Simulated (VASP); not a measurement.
Si, 1 atom in the cell. The structure is hexagonal, space group P6/mmm (No. 191). Conventional cell: a = 2.581 Å, b = 2.581 Å, c = 2.466 Å, α = 90.00°, β = 90.00°, γ = 120.00°. Within 3.3 Å of Si (site symmetry 6/mmm) lie 8 Si at 2.47 to 2.58 Å. This isn't the form of Si at room conditions, which is diamond. This cell differs from its parent crystal: strain -0.0150 x Voigt [1, 1, 0, 0, 0, 0].

```yaml
Program: VASP 6.6.1
Task: single point
Functional: LDA
Potentials_or_basis: VASP PAW LDA potentials, release 64 (Si)
Cutoff: 520 eV
k_mesh: 21 × 21 × 20
Occupations: gaussian, width 0.15 eV
Spin: no spin polarisation
Dipole_correction: no
Further_INCAR_settings: ALGO = Normal; EDIFF = 1e-06; NBANDS = 8
```

Potentials or basis: VASP PAW LDA potentials, release 64 (Si).

Launch:

```sh
$ cat potpaw_LDA.64/Si/POTCAR > POTCAR
$ mpirun -np 1 vasp_std > vasp.out
```

Hardware: 1 thread of Intel Xeon 8259CL (shared host).

**Question.** Estimate the wall time of this run.

**Answer.** Run time: 51 s on 1 thread of Intel Xeon 8259CL, with other jobs on the host, peak memory 0.15 GiB. Counts: scf iterations 9, k points 528.
